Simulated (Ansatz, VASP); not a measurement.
Two plane-wave programs on Ta

Contents of INCAR:

```
PREC = Accurate
ENCUT = 520
EDIFF = 1E-6
ISMEAR = -1
SIGMA = 0.08
LREAL = F
LASPH = T
NELM = 60
ALGO = Normal
ISIF = 2
LWAVE = F
LCHARG = T
GGA = CA
LELF = T
LVHAR = T
NBANDS = 12
```

The input KPOINTS:

```
regular mesh
0
Gamma
  18 18 18
```

POSCAR

```
Ta
1.0
   -1.5934046367      1.5934046367      1.5934046367
    1.5934046367     -1.5934046367      1.5934046367
    1.5934046367      1.5934046367     -1.5934046367
Ta
1
Direct
    0.0000000000      0.0000000000      0.0000000000
```

Input for Ansatz:

```yaml
crystal:
  lattice:
    - [-1.5934046367, 1.5934046367, 1.5934046367]
    - [1.5934046367, -1.5934046367, 1.5934046367]
    - [1.5934046367, 1.5934046367, -1.5934046367]
  atoms:
    - { symbol: Ta, position: [0.0, 0.0, 0.0] }
kpoints:
  mp_grid: { grid: [18, 18, 18] }
scf:
  occupations: { method: fermi_dirac, width: 0.08 }
hamiltonian:
  xc: lda
  pseudopotentials: { kind: paw }
output:
  forces: true
  stress: true
  eigenvalues: true
  populations: true
  write_density: true
  write_potential: true
  elf: true
  volumetric_format: npy
```

Change from the starting cell: volume scaled by 0.94, PAW files.

Alike in both runs: task single point; functional LDA; k mesh 18 × 18 × 18; occupations fermi-dirac, width 0.08 eV; no spin polarisation.

```csv
,VASP,Ansatz
version,VASP 6.6.1,Ansatz 0.2.0
potentials or method,"VASP PAW LDA potentials, release 64 (Ta_pv)","PAW with Ansatz's default frozen-core files, scalar-relativistic"
plane-wave cutoff (eV),520,420
valence electrons in the cell,11,13
```

VASP gave:

- pressure (GPa): 16.4

Task: What did Ansatz give for the same quantities?

Result: Pressure (GPa): 15.3.

LDA's correlation is that of Perdew and Zunger in VASP and of Perdew and Wang (1992) in Ansatz. VASP's potentials hold 11 valence electrons a cell and Ansatz's 13, so a difference there can come from the potentials and not from the codes.

Neither program's run includes spin-orbit coupling.
